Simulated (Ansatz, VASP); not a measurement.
One calculation of ZrPbAu3, two programs

```
Pb Au Zr
1.0
     3.39226    3.39629    0.00000
     3.39226   -3.39629    0.00000
     0.00000    0.00000   -4.76183
Pb Au Zr
1 3 1
Cartesian
  0.0000 0.1939 0.0000
  2.1156 1.4144 -2.3809
  4.6689 1.4144 -2.3809
  3.3923 0.5082 0.0000
  3.3923 -0.8614 -2.3809
```

Alike in both runs: functional PBE; k mesh 6 × 6 × 6; no spin polarisation.

Ansatz relaxed the structure, and its values are those at the end. VASP's run is a single point on that final structure, the one shown.

|  | VASP | Ansatz |
| --- | --- | --- |
| version | VASP 6.6.1 | Ansatz 0.2.0 |
| potentials or method | VASP PAW PBE potentials, release 64 (Pb_d, Au, Zr_sv), cutoff 520 eV | PAW plane waves |
| occupations | fermi-dirac, width 0.1 eV | fermi-dirac |
| valence electrons in the cell | 59 | 83 |

|  | VASP | Ansatz | Ansatz less VASP |
| --- | --- | --- | --- |
| pressure (GPa) | 18.0 | 18.0 | +0.05 |
| rms of the force components (eV/Å) | 0.028 | 0.002 | -0.0264 |

VASP's potentials hold 59 valence electrons a cell and Ansatz's 83, so a difference there can come from the potentials and not from the codes. Ansatz's warnings: stress scf threshold loose.

Spin-orbit coupling is off throughout.
